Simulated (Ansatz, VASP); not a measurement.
# Te2Mo: VASP beside Ansatz

```xyz
9
Lattice="3.2974 0.0000 0.0000 -1.6487 2.8557 0.0000 0.0000 0.0000 30.9617" Properties=species:S:1:pos:R:3 pbc="T T T"
Te    0.0000    0.0000   29.1200
Te    0.0000    1.9038   22.0724
Te    0.0000    1.9038    5.2094
Te    0.0000    1.9038   25.7523
Te    0.0000    1.9038    8.8893
Te    0.0000    0.0000    1.8417
Mo    0.0000    0.0000   23.9093
Mo    0.0000    0.0000    7.0524
Mo    0.0000    1.9038    0.0000
```

Change from the starting cell: strain -0.050 along x and y, +0.025 along z, atoms carried along.

Alike in both runs: task single point; functional LDA; k mesh 12 × 12 × 1; occupations gaussian, width 0.05 eV; no spin polarisation.

```csv
,VASP,Ansatz
version,VASP 6.6.1,Ansatz 0.2.0
potentials or method,"VASP PAW LDA potentials, release 64 (Te, Mo_sv), cutoff 520 eV","scalar-relativistic, plane waves, PAW"
valence electrons in the cell,78,138
```

Ansatz gave:

```
gap on the k mesh at the Fermi level (eV) : 0.48
least direct gap on the mesh (eV)         : 1.05
rms of the force components (eV/Å)        : 0.192
```

Estimate VASP's values.

gap on the k mesh at the Fermi level (eV): 0.47; least direct gap on the mesh (eV): 1.05; rms of the force components (eV/Å): 0.221.

LDA's correlation is that of Perdew and Zunger in VASP and of Perdew and Wang (1992) in Ansatz. Atom by atom the forces differ by 0.029 eV/Å (rms over components). VASP's potentials hold 78 valence electrons a cell and Ansatz's 138, so a difference there can come from the potentials and not from the codes.

Spin-orbit coupling is off throughout.
